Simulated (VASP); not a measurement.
The system is Zn.

```
Zn
1.0
     4.41325    0.00000    0.00000
    -2.20662    3.82198    0.00000
     0.00000    0.00000    2.70532
Zn
3
Direct
  0.00000 0.00000 0.00000
  0.33333 0.66667 0.50000
  0.66667 0.33333 0.50000
```

This isn't the form of Zn at room conditions, which is hcp.

```yaml
Program: VASP 6.6.1
Task: relaxation of cell and atoms
Functional: r2SCAN
Potentials_or_basis: VASP PAW PBE potentials, release 64 (Zn)
Cutoff: 600 eV
k_mesh: 8 × 8 × 12
Occupations: fermi-dirac, width 0.1 eV
Spin: no spin polarisation
```

At the start: pressure -2.8 GPa; volume 15.21 Å³/atom.

Q: How do energy, volume and symmetry change on relaxing?

A: Over 4 steps the energy falls by 5.4 meV/atom and the volume is 14.68 Å³/atom (-3.5 %); space group P6/mmm (No. 191, to 0.1 Å) before and after.

The path:
| step | energy change (eV) | largest force (eV/Å) | pressure (GPa) | volume (Å³) |
| --- | --- | --- | --- | --- |
| 1 | 0.0000 | 0.0000 | -2.79 | 45.63 |
| 2 | -0.0162 | 0.0000 | 0.58 | 43.91 |
| 3 | -0.0161 | 0.0000 | -0.13 | 44.08 |
| 4 | -0.0161 | 0.0000 | -0.02 | 44.05 |

Final structure:
```cif
data_structure
_symmetry_space_group_name_H-M 'P 1'
_symmetry_Int_Tables_number 1
_cell_length_a 4.3599
_cell_length_b 4.3599
_cell_length_c 2.6759
_cell_angle_alpha 90.000
_cell_angle_beta 90.000
_cell_angle_gamma 120.000
_cell_volume 44.05
loop_
_atom_site_label
_atom_site_type_symbol
_atom_site_fract_x
_atom_site_fract_y
_atom_site_fract_z
_atom_site_occupancy
Zn1 Zn 0.00000 0.00000 0.00000 1
Zn2 Zn 0.33333 0.66667 0.50000 1
Zn3 Zn 0.66667 0.33333 0.50000 1
```

Caveat: the PAW data sets were made with another functional, which shifts forces and pressure a little.
